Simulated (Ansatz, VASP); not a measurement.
# Two plane-wave programs on AlCo

Contents of INCAR:

```
SYSTEM = AlCo
ALGO     = Normal         ! electronic algorithm
EDIFF    = 1E-6           ! SCF threshold, eV
ENCUT    = 520            ! plane-wave cutoff, eV
GGA      = PE             ! functional
ISIF     = 2              ! what is computed and relaxed
ISMEAR   = 0              ! smearing method
ISPIN    = 2              ! spin polarisation
LASPH    = .TRUE.         ! aspherical terms in the spheres
LCHARG   = .TRUE.         ! write CHGCAR
LELF     = .TRUE.         ! ELF
LMAXMIX  = 4              ! l up to which the mixer works
LORBIT   = 11             ! projections on sites
LREAL    = .FALSE.        ! projectors in reciprocal space
LVHAR    = .TRUE.       
LWAVE    = .FALSE.        ! write WAVECAR
MAGMOM   = -0.01 0.16     ! initial moments
NBANDS   = 17             ! bands
NELM     = 150            ! most SCF steps
PREC     = Accurate       ! precision mode
SIGMA    = 0.15           ! smearing width, eV
```

File KPOINTS:

```
k-points
0
G
  16 16 16
  0 0 0
```

The input POSCAR:

```
AlCo
1.0
    2.9321793384      0.0000000000      0.0000000000
    0.0000000000      2.9321793384      0.0000000000
    0.0000000000      0.0000000000      2.5938509532
Al Co
1 1
Direct
    0.0000000000      0.0000000000      0.0000000000
    0.5000000000      0.5000000000      0.5000000000
```

Input for Ansatz:

```yaml
crystal:
  lattice:
    - [2.9321793384, 0.0, 0.0]
    - [0.0, 2.9321793384, 0.0]
    - [0.0, 0.0, 2.5938509532]
  atoms:
    - { symbol: Al, position: [0.0, 0.0, 0.0], spin: -0.01 }
    - { symbol: Co, position: [0.5, 0.5, 0.5], spin: 0.16 }
basis:
  ecutwfc: 420
kpoints:
  mp_grid: { grid: [16, 16, 16] }
hamiltonian:
  xc: pbe
scf:
  occupations: { method: gaussian, width: 0.15 }
output:
  forces: true
  stress: true
  eigenvalues: true
  populations: true
magnetization:
  spin_polarized: true
```

Change from the starting cell: strain +0.040 along x and y, -0.080 along z, atoms carried along.

Alike in both runs: task single point; functional PBE; k mesh 16 × 16 × 16; occupations gaussian, width 0.15 eV; collinear spin.

|  | VASP | Ansatz |
| --- | --- | --- |
| version | VASP 6.6.1 | Ansatz 0.2.0 |
| potentials or method | VASP PAW PBE potentials, release 64 (Al, Co), cutoff 520 eV | scalar-relativistic, plane waves, PAW |
| valence electrons in the cell | 12 | 20 |

|  | VASP | Ansatz | Ansatz less VASP |
| --- | --- | --- | --- |
| gap on the k mesh at the Fermi level (eV) | none | none | - |
| pressure (GPa) | 10.0 | 10.2 | +0.22 |
| traceless stress, the component that is largest in VASP (GPa) | 20.51 | 20.33 | -0.180 |
| net moment per atom (μB) | 0.00 | 0.07 | +0.071 |
| size of the moment on the site where the two differ most (μB) | 0.00 | 0.16 | +0.165 |

Site moments also hang on the region over which each program counts them. A gap of «none» marks a metal or a gap that the smearing closes. VASP's potentials hold 12 valence electrons a cell and Ansatz's 20, so a difference there can come from the potentials and not from the codes.
